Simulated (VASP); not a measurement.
Write the native input for VASP 6.6.1 that does the following.

* Task: single point
* Functional: r2SCAN
* Potentials or basis: VASP PAW PBE potentials, release 64 (K_sv, Br)
* Cutoff: 520 eV
* k mesh: 6 × 6 × 6
* Occupations: gaussian, width 0.05 eV
* Spin: no spin polarisation
* Dipole correction: no
* Further INCAR settings: ALGO = Normal; EDIFF = 1e-07; NBANDS = 15

The system is KBr.

```xyz
2
Lattice="0.0000 3.2102 3.2925 3.2102 0.0000 3.2925 3.2102 3.2102 0.0000" Properties=species:S:1:pos:R:3 pbc="T T T"
K     0.0000    0.0000    0.0000
Br    3.2102    3.2102    3.2925
```

This cell differs from its parent crystal: strain -0.025 along x and y, +0.000 along z.

These files were run (other wordings do the same):

POSCAR

```
KBr
1.0
    0.0000000000      3.2101875000      3.2925000000
    3.2101875000      0.0000000000      3.2925000000
    3.2101875000      3.2101875000      0.0000000000
K Br
1 1
Direct
    0.0000000000      0.0000000000      0.0000000000
    0.5000000000      0.5000000000      0.5000000000
```

INCAR.step1

```
SYSTEM = KBr
  ALGO = Normal
  EDIFF = 1E-4
  ENCUT = 520
  GGA = PE
  ISMEAR = 0
  LASPH = .TRUE.
  LCHARG = .FALSE.
  LREAL = .FALSE.
  LWAVE = .TRUE.
  NBANDS = 15
  NELM = 80
  PREC = Accurate
  SIGMA = 0.05
```

INCAR.step2

```
SYSTEM = KBr
  ALGO = Normal
  EDIFF = 1E-7
  ENCUT = 520
  ISIF = 2
  ISMEAR = 0
  ISTART = 1
  LASPH = .TRUE.
  LCHARG = .FALSE.
  LMIXTAU = .TRUE.
  LREAL = .FALSE.
  LWAVE = .FALSE.
  METAGGA = R2SCAN
  NBANDS = 15
  NELM = 80
  PREC = Accurate
  SIGMA = 0.05
```

KPOINTS

```
k-points
0
G
  6 6 6
  0 0 0
```

Potentials or basis: VASP PAW PBE potentials, release 64 (K_sv, Br).

Launch:

```bash
$ cat potpaw_PBE.64/K_sv/POTCAR potpaw_PBE.64/Br/POTCAR > POTCAR
$ cp INCAR.step1 INCAR
$ mpirun -np 1 vasp_std > vasp.out
$ cp INCAR.step2 INCAR
$ mpirun -np 1 vasp_std > vasp.out
```

It gave:

- Pressure: 1.2 GPa
- Band gap on the k mesh: 5.24 eV, direct

Caveat: the cell differs from its parent crystal (strain -0.025 along x and y, +0.000 along z); the PAW data sets were made with another functional, which shifts forces and pressure a little.

Wall time 71 s on 1 thread of Intel(R) Xeon(R) 6975P-C (Granite Rapids) (shared host), peak memory 0.22 GiB.
